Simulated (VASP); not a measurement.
CsHf2Os:

```
Cs Hf Os
1.0
     3.61812    0.00000    0.00000
    -1.80906    3.13338    0.00000
     0.00000    0.00000   16.19298
Cs Hf Os
2 4 2
Direct
  0.33333 0.66667 0.75000
  0.66667 0.33333 0.25000
  0.33333 0.66667 0.41400
  0.66667 0.33333 0.91400
  0.66667 0.33333 0.58600
  0.33333 0.66667 0.08600
  0.00000 0.00000 0.50000
  0.00000 0.00000 0.00000
```

```yaml
Program: VASP 6.6.1
Task: relaxation of cell and atoms
Functional: PBE
Potentials_or_basis: VASP PAW PBE potentials, release 64 (Cs_sv, Hf_pv, Os)
Cutoff: 600 eV
k_mesh: 6 × 6 × 1
Occupations: gaussian, width 0.1 eV
Spin: no spin polarisation
```

At the start: pressure 19.7 GPa; volume 22.95 Å³/atom.

**Question.** Where does the relaxation end?

**Answer.** Over 21 steps the energy falls by 522.3 meV/atom and the volume is 33.88 Å³/atom (+47.6 %); space group P6_3/mmc (No. 194, to 0.1 Å) before and after.

Step by step:
| step | energy change (eV) | largest force (eV/Å) | pressure (GPa) | volume (Å³) |
| --- | --- | --- | --- | --- |
| 1 | 0.0000 | 0.3635 | 19.70 | 183.58 |
| 2 | 0.2862 | 3.7559 | -10.49 | 269.22 |
| 3 | -1.8273 | 2.2385 | -0.29 | 219.28 |
| 4 | -1.8298 | 2.1807 | 0.14 | 218.10 |
| 5 | -2.5766 | 1.7689 | 0.12 | 227.40 |
| 6 | -3.8548 | 0.4879 | 1.41 | 254.15 |
| 7 | -1.6977 | 4.1452 | 7.86 | 313.14 |
| 8 | -3.9462 | 0.6953 | 3.80 | 265.02 |
| 9 | -4.0716 | 0.0837 | -1.38 | 295.19 |
| 10 | -4.1146 | 0.1639 | 0.19 | 284.44 |
| 11 | -4.1146 | 0.1539 | 0.13 | 284.84 |
| 12 | -4.1278 | 0.1032 | 0.04 | 283.36 |
| 13 | -4.1560 | 0.0447 | -0.18 | 278.90 |
| 14 | -4.1583 | 0.3311 | -0.51 | 269.86 |
| 15 | -4.1672 | 0.1737 | -0.33 | 274.52 |
| 16 | -4.1695 | 0.0616 | 0.70 | 268.97 |
| 17 | -4.1724 | 0.0403 | 0.25 | 271.35 |
| 18 | -4.1773 | 0.0457 | 0.08 | 271.27 |
| 19 | -4.1780 | 0.0486 | -0.03 | 271.21 |
| 20 | -4.1780 | 0.0481 | -0.02 | 271.22 |
| 21 | -4.1782 | 0.0010 | 0.12 | 271.04 |

Final structure:
```
CELL_PARAMETERS angstrom
4.14123 0.00000 0.00000
-2.07061 3.58641 0.00000
0.00000 0.00000 18.24899
ATOMIC_POSITIONS crystal
Cs 0.33333 0.66667 0.75000
Cs 0.66667 0.33333 0.25000
Hf 0.33333 0.66667 0.44006
Hf 0.66667 0.33333 0.94006
Hf 0.66667 0.33333 0.55994
Hf 0.33333 0.66667 0.05994
Os 0.00000 0.00000 0.50000
Os 0.00000 0.00000 0.00000
```

Caveat: the k points lie up to 0.34 Å⁻¹ apart in the final cell; the volume moved by over 15 % at a fixed basis, so the end points are rough.
